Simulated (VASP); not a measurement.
Input of a VASP 6.6.1 run:

The input INCAR:

```
PREC = Accurate
ENCUT = 520
EDIFF = 1E-6
ISMEAR = 0
SIGMA = 0.02
LREAL = F
LASPH = T
NELM = 60
ALGO = Normal
ISIF = 2
LWAVE = F
LCHARG = F
LDIPOL = T
IDIPOL = 3
DIPOL = 0.5 0.5 0.500
GGA = CA
NBANDS = 20
```

KPOINTS

```
Automatic mesh
0
Gamma
  12 12 1
```

POSCAR

```
WS2
1.0
    3.1593823587      0.0000000000      0.0000000000
   -1.5796911794      2.7361053828      0.0000000000
    0.0000000000      0.0000000000     32.2996392574
S W
2 1
Direct
    0.3333333333      0.6666666667      0.4512038798
    0.3333333333      0.6666666667      0.5487961202
    0.6666666667      0.3333333333      0.5000000000
```

Potentials or basis: VASP PAW LDA potentials, release 64 (S, W_sv).

The run is started by

```bash
$ cat potpaw_LDA.64/S/POTCAR potpaw_LDA.64/W_sv/POTCAR > POTCAR
$ mpirun -np 1 vasp_std > vasp.out
```

Problem. Predict the largest force.

Solution. 0.515 eV/Å.

Problem. Predict the band gap on the k mesh.

Solution. 1.91 eV, direct.

Forces on the atoms (eV/Å):
```
S    0.000  0.000  0.515
S    0.000  0.000 -0.515
W    0.000  0.000  0.000
```

Caveat: spin-orbit coupling is left out, which moves the levels of the heavy elements.
